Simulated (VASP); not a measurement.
Wanted: the native input for a VASP 6.6.1 run.

| Quantity | Value |
| --- | --- |
| Task | single point |
| Functional | LDA |
| Potentials or basis | VASP PAW LDA potentials, release 64 (Ag, I) |
| Cutoff | 500 eV |
| k mesh | 6 × 6 × 6 |
| Occupations | gaussian, width 0.01 eV |
| Spin | no spin polarisation |
| Dipole correction | no |
| Further INCAR settings | ALGO = Normal; EDIFF = 1e-06; NBANDS = 16 |

The structure of AgI lies in POSCAR:

```
AgI
1.0
    0.0000000000      3.0109725104      3.0109725104
    3.0109725104      0.0000000000      3.0109725104
    3.0109725104      3.0109725104      0.0000000000
Ag I
1 1
Direct
    0.0000000000      0.0000000000      0.0000000000
    0.7500000000      0.7500000000      0.7500000000
```

The input as run:

INCAR

```
SYSTEM = AgI
  PREC = Accurate
  ENCUT = 500
  EDIFF = 1E-6
  ISMEAR = 0
  SIGMA = 0.01
  LREAL = .False.
  LASPH = .True.
  NELM = 120
  ALGO = Normal
  ISIF = 2
  LWAVE = .False.
  LCHARG = .False.
  GGA = CA
  NBANDS = 16
  GGA_COMPAT = .False.
```

KPOINTS

```
Automatic mesh
0
Gamma
  6 6 6
  0 0 0
```

Potentials or basis: VASP PAW LDA potentials, release 64 (Ag, I).

Command:

```sh
$ cat potpaw_LDA.64/Ag/POTCAR potpaw_LDA.64/I/POTCAR > POTCAR
$ mpirun -np 1 vasp_std > vasp.out
```

Results of the run:

```yaml
Pressure: 10.0 GPa
Band_gap_on_the_k_mesh: 1.13 eV, direct
```

Caveat: spin-orbit coupling is left out, which moves the levels of the heavy elements.

It took 10 s on 1 thread of Intel(R) Xeon(R) Platinum 8375C CPU @ 2.90GHz (Ice Lake), on a shared host, peak memory 0.16 GiB.
